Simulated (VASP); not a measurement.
Here is a VASP 6.6.1 calculation.

File INCAR:

```
SYSTEM = CdS
PREC = Accurate
ENCUT = 520
EDIFF = 1E-8
ISMEAR = -1
SIGMA = 0.02
LREAL = .FALSE.
LASPH = .TRUE.
NELM = 100
ALGO = Normal
ISIF = 2
LWAVE = .FALSE.
LCHARG = .FALSE.
GGA = PS
LEFG = .TRUE.
NBANDS = 16
```

File KPOINTS:

```
Automatic mesh
0
G
  7 7 7
  0 0 0
```

Contents of POSCAR:

```
CdS
1.0
    0.0000000000      2.8828763328      2.8828763328
    2.8828763328      0.0000000000      2.8828763328
    2.8828763328      2.8828763328      0.0000000000
Cd S
1 1
Direct
    0.0000000000      0.0000000000      0.0000000000
    0.7500000000      0.7500000000      0.7500000000
```

Potentials or basis: VASP PAW PBE potentials, release 64 (Cd, S).

The run is started by

```sh
$ cat potpaw_PBE.64/Cd/POTCAR potpaw_PBE.64/S/POTCAR > POTCAR
$ mpirun -np 1 vasp_std > vasp.out
```

(1) Predict the band gap on the k mesh.

(2) Estimate the pressure.

## Answers

(1) 1.08 eV, direct.

(2) 2.5 GPa.

Caveat: without QUAD_EFG the Cq values of the log hold for a quadrupole moment of 1 mb, not for the nuclei; the PAW data sets were made with another functional, which shifts forces and pressure a little.
